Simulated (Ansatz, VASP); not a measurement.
MgS in VASP and in Ansatz

```
Mg S
1.0
     0.00000    2.60000    2.60000
     2.60000    0.00000    2.60000
     2.60000    2.60000    0.00000
Mg S
1 1
Direct
  0.00000 0.00000 0.00000
  0.50000 0.50000 0.50000
```

Alike in both runs: task relaxation of cell and atoms; functional PBE; k mesh 6 × 6 × 6; occupations gaussian, width 0.02 eV; no spin polarisation.

|  | VASP | Ansatz |
| --- | --- | --- |
| version | VASP 6.6.1 | Ansatz 0.2.0 |
| potentials or method | VASP PAW PBE potentials, release 64 (Mg, S), cutoff 600 eV | scalar-relativistic, plane waves, PAW |
| valence electrons in the cell | 8 | 16 |

```csv
,VASP,Ansatz,Ansatz less VASP
"gap on the k mesh at the Fermi level, each at its own relaxed structure (eV)",2.75,2.75,+0.007
relaxed volume (Å³/atom),17.82,17.88,+0.065
relaxed cell length with the largest relative difference (Å),3.694,3.698,+0.0045
```

VASP's potentials hold 8 valence electrons a cell and Ansatz's 16, so a difference there can come from the potentials and not from the codes.
